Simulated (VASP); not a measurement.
# Ir (Fm-3m) in VASP: notebook

Runs on Ir. Level: PBEsol. Tasks: relaxation of cell and atoms, single point.

Program: VASP 6.6.1. These are calculated values, not measurements. Logs are shortened: lines on timing, memory, paths and dates and some standing lists are left out, and cuts for length are marked.

## (1) The cell of the first run

Symmetry: Fm-3m, No. 225, cubic system. Conventional cell: a = 3.839 Å, b = 3.839 Å, c = 3.839 Å, α = 90.00°, β = 90.00°, γ = 90.00°. Ir (site symmetry m-3m) has 12 Ir at 2.71 Å within 3.6 Å.

## (2) Relaxation of cell and atoms, PBEsol, collinear spin, ferromagnetic start

Input file INCAR:

```
SYSTEM = Ir
PREC     = Accurate       ! precision mode
ENCUT    = 600            ! plane-wave cutoff, eV
EDIFF    = 1E-6           ! SCF threshold, eV
ISMEAR   = -1             ! smearing method
SIGMA    = 0.05           ! smearing width, eV
LREAL    = .False.        ! projectors in reciprocal space
LASPH    = .True.         ! aspherical terms in the spheres
NELM     = 150            ! most SCF steps
ALGO     = Normal         ! electronic algorithm
ISIF     = 3              ! what is computed and relaxed
LWAVE    = .False.        ! write WAVECAR
LCHARG   = .False.        ! write CHGCAR
ISPIN    = 2              ! spin polarisation
MAGMOM   = 1              ! initial moments
LORBIT   = 11             ! projections on sites
LMAXMIX  = 4              ! l up to which the mixer works
GGA      = PS             ! functional
IBRION   = 2              ! ionic algorithm
NSW      = 80             ! ionic steps
EDIFFG   = -0.01          ! ionic threshold
```

Input file KPOINTS:

```
Automatic mesh
0
Gamma
  14 14 14
  0 0 0
```

Input file POSCAR:

```
Ir
1.0
    0.0000000000      1.9197000000      1.9197000000
    1.9197000000      0.0000000000      1.9197000000
    1.9197000000      1.9197000000      0.0000000000
Ir
1
Direct
    0.0000000000      0.0000000000      0.0000000000
```

Potentials or basis: VASP PAW PBE potentials, release 64 (Ir).

Launch:

```console
cat potpaw_PBE.64/Ir/POTCAR > POTCAR
mpirun -np 1 vasp_std > vasp.out
```

OUTCAR:

```text
SYSTEM = Ir
   PREC = Accurate
   ENCUT = 600
   EDIFF = 1E-6
   ISMEAR = -1
   LREAL = .False.
   LASPH = .True.
   NELM = 150
   ISIF = 3
   ISPIN = 2
   LORBIT = 11
   GGA = PS
   IBRION = 2
   NSW = 80
   EDIFFG = -0.01

 ion  position               nearest neighbor table
   1  0.000  0.000  0.000-

  LATTYP: Found a face centered cubic cell.
 ALAT       =     3.8394000000

  Lattice vectors:

 A1 = (   0.0000000000,   1.9197000000,   1.9197000000)
 A2 = (   1.9197000000,   0.0000000000,   1.9197000000)
 A3 = (   1.9197000000,   1.9197000000,   0.0000000000)

Analysis of symmetry for initial positions (statically):
=====================================================================
 Subroutine PRICEL returns:
 Original cell was already a primitive cell.

 Routine SETGRP: Setting up the symmetry group for a
 face centered cubic supercell.

 Subroutine GETGRP returns: Found 48 space group operations
 (whereof 48 operations were pure point group operations)
 out of a pool of 48 trial point group operations.

The static configuration has the point symmetry O_h .

Analysis of symmetry for dynamics (positions and initial velocities):
=====================================================================
 Subroutine PRICEL returns:
 Original cell was already a primitive cell.

 Routine SETGRP: Setting up the symmetry group for a
 face centered cubic supercell.

 Subroutine GETGRP returns: Found 48 space group operations
 (whereof 48 operations were pure point group operations)
 out of a pool of 48 trial point group operations.

The dynamic configuration has the point symmetry O_h .

Analysis of structural, dynamic, and magnetic symmetry:
=====================================================================
 Subroutine PRICEL returns:
 Original cell was already a primitive cell.

 Routine SETGRP: Setting up the symmetry group for a
 face centered cubic supercell.

 Subroutine GETGRP returns: Found 48 space group operations
 (whereof 48 operations were pure point group operations)
 out of a pool of 48 trial point group operations.

The overall configuration has the point symmetry O_h .

 Subroutine INISYM returns: Found 48 space group operations
 (whereof 48 operations are pure point group operations),
 and found     1 'primitive' translations

----------------------------------------------------------------------------------------

                                     Primitive cell

  volume of cell :      14.1491

  direct lattice vectors                    reciprocal lattice vectors
     0.000000000  1.919700000  1.919700000    -0.260457363  0.260457363  0.260457363
     1.919700000  0.000000000  1.919700000     0.260457363 -0.260457363  0.260457363
     1.919700000  1.919700000  0.000000000     0.260457363  0.260457363 -0.260457363

  length of vectors
     2.714865776  2.714865776  2.714865776     0.451125386  0.451125386  0.451125386

  position of ions in fractional coordinates (direct lattice)
     0.000000000  0.000000000  0.000000000

  ion indices of the primitive-cell ions
   primitive index   ion index
                 1           1

----------------------------------------------------------------------------------------

 KPOINTS: Automatic mesh

Automatic generation of k-mesh.
 Grid dimensions read from file:
 generate k-points for:   14   14   14

 Generating k-lattice:

  Cartesian coordinates                     Fractional coordinates (reciprocal lattice)
    -0.018604097  0.018604097  0.018604097     0.071428571  0.000000000  0.000000000
     0.018604097 -0.018604097  0.018604097     0.000000000  0.071428571  0.000000000
     0.018604097  0.018604097 -0.018604097     0.000000000  0.000000000  0.071428571

  Length of vectors
     0.032223242  0.032223242  0.032223242

  Shift w.r.t. Gamma in fractional coordinates (k-lattice)
     0.000000000  0.000000000  0.000000000

 Subroutine IBZKPT returns following result:
 ===========================================

 Found    104 irreducible k-points:

 Following reciprocal coordinates:
            Coordinates               Weight
  0.000000  0.000000  0.000000      1.000000
  0.071429  0.000000  0.000000      8.000000
  0.142857  0.000000  0.000000      8.000000
  0.214286  0.000000  0.000000      8.000000
  0.285714  0.000000  0.000000      8.000000
  0.357143  0.000000  0.000000      8.000000
[... 16 lines left out ...]
  0.214286  0.142857  0.000000     24.000000
  0.285714  0.142857  0.000000     24.000000
 [... further k-points ...]
   k-points           NKPTS =    104   k-points in BZ     NKDIM =    104   number of bands    NBANDS=      9
   number of dos      NEDOS =    301   number of ions     NIONS =      1
   total plane-waves  NPLWV =  13824
   dimension x,y,z NGX =    24 NGY =   24 NGZ =   24
   dimension x,y,z NGXF=    48 NGYF=   48 NGZF=   48
   ions per type =               1
   NGX,Y,Z   is equivalent  to a cutoff of  14.70, 14.70, 14.70 a.u.
   NGXF,Y,Z  is equivalent  to a cutoff of  29.39, 29.39, 29.39 a.u.
 SYSTEM =  Ir
   PREC   = accura    normal or accurate (medium, high low for compatibility)
   ISTART =      0    job   : 0-new  1-cont  2-samecut
   ICHARG =      2    charge: 1-file 2-atom 10-const
   ISPIN  =      2    spin polarized calculation?
   LNONCOLLINEAR =      F non collinear calculations
   LSORBIT =      F    spin-orbit coupling
   LASPH  =      T    aspherical Exc in radial PAW
   ENCUT  =  600.0 eV  44.10 Ry    6.64 a.u.   5.42  5.42  5.42*2*pi/ulx,y,z
   NELM   =    150;   NELMIN=  2; NELMDL= -5     # of ELM steps
   EDIFF  = 0.1E-05   stopping-criterion for ELM
   LREAL  =      F    real-space projection
   EDIFFG = -.1E-01   stopping-criterion for IOM
   NSW    =     80    number of steps for IOM
   IBRION =      2    ionic relax: 0-MD 1-quasi-New 2-CG
   NFREE  =      1    steps in history (QN), initial steepest desc. (CG)
   ISIF   =      3    stress and relaxation
   ISYM   =      2    0-nonsym 1-usesym 2-fastsym
   POTIM  = 0.5000    time-step for ionic-motion
   TEBEG  =    0.0;   TEEND  =   0.0 temperature during run
   PSTRESS=    0.0 pullay stress
   NELECT =       9.0000    total number of electrons
   NUPDOWN=      -1.0000    fix difference up-down
   EMIN   =  10.00;   EMAX   =-10.00  energy-range for DOS
   EFERMI =   0.00;   METHOD = LEGACY
   ISMEAR =    -1;   SIGMA  =   0.05  broadening in eV -4-tet -1-fermi 0-gaus
   EFERMI_NEDOS =   21; number of points for ismear=-14 and -15
   IALGO  =     38    algorithm
   IMIX   =      4    mixing-type and parameters
     AMIX     =   0.40;   BMIX     =  1.00
     AMIX_MAG =   1.60;   BMIX_MAG =  1.00
  volume/ion in A,a.u.               =      14.15        95.48
  Fermi-wavevector in a.u.,A,eV,Ry     =   1.407923  2.660589 26.970118  1.982248
  Thomas-Fermi vector in A             =   2.530133
   LORBIT       =     11    0 simple, 1 ext, 2 COOP (PROOUT), +10 PAW based schemes
   GGA     = PS    functional components
   LHFCALC =     F    Hartree Fock is set to
   AEXX    =    0.0000 exact exchange contribution
   IVDW    =     0    specifies the selected vdW correction
   LEPSILON=     F    determine dielectric tensor
   LRPA    =     F    only Hartree local field effects (RPA)
 conjugate gradient relaxation of ions
 spin polarized calculation
  energy-cutoff  :      600.00
  volume of cell :       14.15
 maximum number of plane-waves:       495
 NGX is ok and might be reduce to    24
   NGX = 11   NGY = 11   NGZ = 11

--------------------------------------- Ionic step        1  -------------------------------------------

 number of electron       9.0000000 magnetization      -0.0005131

 number of electron       9.0000000 magnetization       0.0001577

 Free energy of the ion-electron system (eV)
  ---------------------------------------------------
  ext. energy  EPLUGINS =         0.00000000
  ---------------------------------------------------
  free energy    TOTEN  =        -9.81463731 eV

  energy without entropy =       -9.80331009  energy(sigma->0) =       -9.80897370

------------------------ aborting loop because EDIFF is reached ----------------------------------------

  FORCE on cell =-STRESS in cart. coord.  units (eV):
  Direction    XX          YY          ZZ          XY          YZ          ZX
  --------------------------------------------------------------------------------------
  -------------------------------------------------------------------------------------
  Total       -0.1295244     -0.1295244     -0.1295244      0.0000000      0.0000000     -0.0000000
  in kB      -14.6666929    -14.6666929    -14.6666929      0.0000000      0.0000000     -0.0000000
  external PRESSURE =     -14.6666929 kB  Pullay stress =       0.0000000 kB

 VOLUME and BASIS-vectors are now :
 -----------------------------------------------------------------------------
  energy-cutoff  :      600.00
  volume of cell :       14.15
      direct lattice vectors                 reciprocal lattice vectors
     0.000000000  1.919700000  1.919700000    -0.260457363  0.260457363  0.260457363
     1.919700000  0.000000000  1.919700000     0.260457363 -0.260457363  0.260457363
     1.919700000  1.919700000  0.000000000     0.260457363  0.260457363 -0.260457363
[... 44 lines left out ...]
  FREE ENERGIE OF THE ION-ELECTRON SYSTEM (eV)
  ---------------------------------------------------
  free  energy   TOTEN  =        -9.8109980223 eV

  energy  without entropy=       -9.7998880843  energy(sigma->0) =       -9.80544305

--------------------------------------- Ionic step        3  -------------------------------------------

 number of electron       9.0000000 magnetization      -0.0000023

 number of electron       9.0000000 magnetization       0.0000061

 Free energy of the ion-electron system (eV)
  ---------------------------------------------------
  ext. energy  EPLUGINS =         0.00000000
  ---------------------------------------------------
  free energy    TOTEN  =        -9.81488821 eV

  energy without entropy =       -9.80360523  energy(sigma->0) =       -9.80924672

 E-fermi :  10.2029     XC(G=0): -14.1236

 val. band max:       10.2004993610   @ k =   0.4286   0.3571   0.0714
 cond. band min:      10.2044857926   @ k =   0.3571   0.3571   0.0000
 fundamental gap:      0.0039864316
 Fermi energy:        10.2028526035

 spin component 1

 k-point     1 :       0.0000    0.0000    0.0000
  band No.  band energies     occupation
      1      -0.9202      1.00000
      2       6.3834      1.00000
      3       6.3834      1.00000
      4       6.3834      1.00000
      5       9.1136      1.00000
      6       9.1136      1.00000
      7      24.6229      0.00000
      8      30.2173      0.00000
      9      30.2173      0.00000

 k-point     2 :       0.0714    0.0000    0.0000
  band No.  band energies     occupation
      1      -0.6930      1.00000
      2       6.2627      1.00000
      3       6.4815      1.00000
      4       6.4815      1.00000
      5       9.0509      1.00000
      6       9.0509      1.00000
      7      25.0153      0.00000
      8      29.0760      0.00000
      9      30.5923      0.00000
[... 253 lines left out ...]
 k-point    24 :       0.2857    0.1429    0.0000
  band No.  band energies     occupation
      1       1.8427      1.00000
      2       5.0226      1.00000
      3       6.7620      1.00000
      4       7.5108      1.00000
      5       8.8651      1.00000
      6      10.0659      0.93931
      7      25.2137      0.00000
      8      28.1548      0.00000
      9      30.2989      0.00000

 [... further k-points ...]

 spin component 2

 k-point     1 :       0.0000    0.0000    0.0000
  band No.  band energies     occupation
      1      -0.9202      1.00000
      2       6.3834      1.00000
      3       6.3834      1.00000
      4       6.3834      1.00000
      5       9.1136      1.00000
      6       9.1136      1.00000
      7      24.6229      0.00000
      8      30.2173      0.00000
      9      30.2173      0.00000

 k-point     2 :       0.0714    0.0000    0.0000
  band No.  band energies     occupation
      1      -0.6930      1.00000
      2       6.2627      1.00000
      3       6.4815      1.00000
      4       6.4815      1.00000
      5       9.0509      1.00000
      6       9.0509      1.00000
      7      25.0153      0.00000
      8      29.0760      0.00000
      9      30.5923      0.00000
[... 286 lines left out ...]
 POSITION                                       TOTAL-FORCE (eV/Angst)
 -----------------------------------------------------------------------------------
      0.00000      0.00000     -0.00000         0.000000     -0.000000      0.000000
 -----------------------------------------------------------------------------------
    total drift:                               -0.000000      0.000000      0.000000

  FREE ENERGIE OF THE ION-ELECTRON SYSTEM (eV)
  ---------------------------------------------------
  free  energy   TOTEN  =        -9.8148882127 eV

  energy  without entropy=       -9.8036052253  energy(sigma->0) =       -9.80924672

 reached required accuracy - stopping structural energy minimisation

 total charge

# of ion       s       p       d       tot
------------------------------------------
    1        0.674   0.747   6.978   8.399

 magnetization (x)

# of ion       s       p       d       tot
------------------------------------------
    1        0.000  -0.000   0.000   0.000
```

It took 35 s on 1 thread of Intel Xeon Platinum 8559C (Emerald Rapids), shared host; peak memory 0.18 GiB.

Results:

```yaml
Free_energy: -9.8149 eV
Relaxed_volume: 14.10 Å³/atom
Relaxed_cell: a = 2.711 Å, b = 2.711 Å, c = 2.711 Å, α = 60.00°, β = 60.00°, γ = 60.00°
Space_group_after_relaxing_to_0.05_Å: Fm-3m (No. 225)
Energy_gained_by_relaxing: 0.3 meV/atom
Ionic_steps: 3
Pressure_after_relaxing: 0.0 GPa
Net_moment: 0.00 μB per cell
Valence_electrons_inside_the_program's_atomic_spheres: Ir 8.40
```

The path:
```tsv
step	energy change (eV)	largest force (eV/Å)	pressure (GPa)	volume (Å³)
1	0.0000	0.0000	-1.47	14.15
2	0.0036	0.0000	6.06	13.89
3	-0.0003	0.0000	0.00	14.10
```

Final structure:
```xyz
1
Lattice="0.0000 1.9173 1.9173 1.9173 0.0000 1.9173 1.9173 1.9173 0.0000" Properties=species:S:1:pos:R:3 pbc="T T T"
Ir    0.0000    0.0000    0.0000
```

Caveat: the PAW data sets were made with another functional, which shifts forces and pressure a little; spin-orbit coupling is left out, which moves the levels of the heavy elements.

[end of part 1 of 2]
